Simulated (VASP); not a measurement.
Here is a VASP 6.6.1 calculation.

INCAR

```
PREC = Accurate
ENCUT = 600
EDIFF = 1E-6
ISMEAR = -1
SIGMA = 0.05
LREAL = False
LASPH = True
NELM = 150
ALGO = Normal
ISIF = 3
LWAVE = False
LCHARG = False
ISPIN = 2
MAGMOM = 0.5 0.5 0.5
LORBIT = 11
LMAXMIX = 4
GGA = RE
IBRION = 2
NSW = 80
EDIFFG = -0.01
```

The input KPOINTS:

```
Automatic mesh
0
Gamma
  8 8 12
```

Contents of POSCAR:

```
Pd
1.0
    4.3646624039      0.0000000000      0.0000000000
   -2.1823312020      3.7799085207      0.0000000000
    0.0000000000      0.0000000000      2.6755380536
Pd
3
Direct
    0.0000000000      0.0000000000      0.0000000000
    0.3333333333      0.6666666667      0.5000000000
    0.6666666667      0.3333333333      0.5000000000
```

Potentials or basis: VASP PAW PBE potentials, release 64 (Pd).

The run is started by

```bash
$ cat potpaw_PBE.64/Pd/POTCAR > POTCAR
$ mpirun -np 1 vasp_std > vasp.out
```

(1) What does it give for the relaxed volume?

(2) Predict the net moment.

Results:

(1) 15.95 Å³/atom.

(2) 0.00 μB per cell.

Caveat: the PAW data sets were made with another functional, which shifts forces and pressure a little.
